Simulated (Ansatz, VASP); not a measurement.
# ZnSe: VASP beside Ansatz

File POSCAR:

```
ZnSe
1.0
    0.0000000000      2.9173933049      2.9173933049
    2.9173933049      0.0000000000      2.9173933049
    2.9173933049      2.9173933049      0.0000000000
Zn Se
1 1
Direct
    0.0000000000      0.0000000000      0.0000000000
    0.2500000000      0.2500000000      0.2500000000
```

File INCAR.step1:

```
SYSTEM = ZnSe
PREC = Accurate ; ENCUT = 520
ISMEAR = -1 ; SIGMA = 0.02
LREAL = .False. ; LASPH = .True.
NELM = 150 ; LNONCOLLINEAR = .True.
MAGMOM = 0 0 0 0 0 0 ; LSORBIT = .True.
GGA_COMPAT = .False. ; NBANDS = 30
GGA = PE ; ALGO = Normal
EDIFF = 1E-4 ; LWAVE = .True.
LCHARG = .False.
```

Contents of INCAR.step2:

```
SYSTEM = ZnSe
PREC = Accurate ; ENCUT = 520
EDIFF = 1E-6 ; ISMEAR = -1
SIGMA = 0.02 ; LREAL = .False.
LASPH = .True. ; NELM = 150
ALGO = Normal ; ISIF = 2
LWAVE = .False. ; LCHARG = .True.
LNONCOLLINEAR = .True. ; MAGMOM = 0 0 0 0 0 0
LORBIT = 11 ; LSORBIT = .True.
GGA_COMPAT = .False. ; LORBMOM = .True.
METAGGA = R2SCAN ; LMIXTAU = .True.
LVHAR = .True. ; NBANDS = 30
ISTART = 1
```

The input KPOINTS:

```
regular mesh
0
Gamma
  8 8 8
  0 0 0
```

Input for Ansatz:

```yaml
crystal:
  lattice:
    - [0.0, 2.9173933049, 2.9173933049]
    - [2.9173933049, 0.0, 2.9173933049]
    - [2.9173933049, 2.9173933049, 0.0]
  atoms:
    - { symbol: Zn, position: [0.0, 0.0, 0.0] }
    - { symbol: Se, position: [0.25, 0.25, 0.25] }
kpoints:
  mp_grid: { grid: [8, 8, 8] }
  band_path:
    path:
      - [0.0, 0.0, 0.0]
      - [-0.5, -0.5, 0.0]
      - [-0.375, -0.375, 0.25]
      - [-0.375, 0.0, 0.375]
      - [0.0, 0.0, 0.5]
      - [-0.5, -0.25, 0.25]
    npoints: 1
hamiltonian:
  xc: r2scan
scf:
  occupations: { method: fermi_dirac, width: 0.02 }
  n_extra_bands: 8
magnetization:
  noncollinear: true
  spin_orbit: true
output:
  forces: true
  stress: true
  eigenvalues: true
```

Change from the starting cell: hydrostatic strain +3.0%.

Alike in both runs: task single point; functional r2SCAN; k mesh 8 × 8 × 8; occupations fermi-dirac, width 0.02 eV; non-collinear spin, spin-orbit coupling.

```csv
,VASP,Ansatz
version,VASP 6.6.1,Ansatz 0.2.0
potentials or method,"VASP PAW PBE potentials, release 64 (Zn, Se)","plane waves, PAW"
plane-wave cutoff (eV),520,500
valence electrons in the cell,18,28
```

|  | VASP | Ansatz | Ansatz less VASP |
| --- | --- | --- | --- |
| pressure (GPa) | -4.6 | -4.7 | -0.11 |

VASP's potentials were made for PBE, not for r2SCAN. VASP's potentials hold 18 valence electrons a cell and Ansatz's 28, so a difference there can come from the potentials and not from the codes.
